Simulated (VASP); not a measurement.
Set up this calculation in VASP 6.6.1, as the native input.

```yaml
Task: single point
Functional: PBEsol
Potentials_or_basis: VASP PAW PBE potentials, release 64 (Si)
Cutoff: 500 eV
k_mesh: 12 × 12 × 12
Occupations: gaussian, width 0.02 eV
Spin: no spin polarisation
Dipole_correction: no
Further_INCAR_settings: ALGO = Normal; EDIFF = 1e-06; NBANDS = 11
```

The structure of Si lies in POSCAR:

```
Si
1.0
    0.0000000000      2.7167274811      2.7167274811
    2.7167274811      0.0000000000      2.7167274811
    2.7167274811      2.7167274811      0.0000000000
Si
2
Direct
    0.0000000000      0.0000000000      0.0000000000
    0.2500000000      0.2500000000      0.2500000000
```

One way to write it, as run:

INCAR

```
SYSTEM = Si
  ALGO = Normal
  EDIFF = 1E-6
  ENCUT = 500
  GGA = PS
  GGA_COMPAT = .False.
  ISIF = 2
  ISMEAR = 0
  LASPH = .True.
  LCHARG = .False.
  LREAL = .False.
  LWAVE = .False.
  NBANDS = 11
  NELM = 120
  PREC = Accurate
  SIGMA = 0.02
```

KPOINTS

```
k-points
0
Gamma
  12 12 12
  0 0 0
```

Potentials or basis: VASP PAW PBE potentials, release 64 (Si).

Run with:

```sh
$ cat potpaw_PBE.64/Si/POTCAR > POTCAR
$ mpirun -np 1 vasp_std > vasp.out
```

Results of the run:

```
Pressure               : 0.1 GPa
Band gap on the k mesh : 0.46 eV (least direct gap 2.52 eV)
```

Caveat: the PAW data sets were made with another functional, which shifts forces and pressure a little.

It took 36 s on 1 thread of Intel Xeon 8259CL (shared host), peak memory 0.16 GiB.
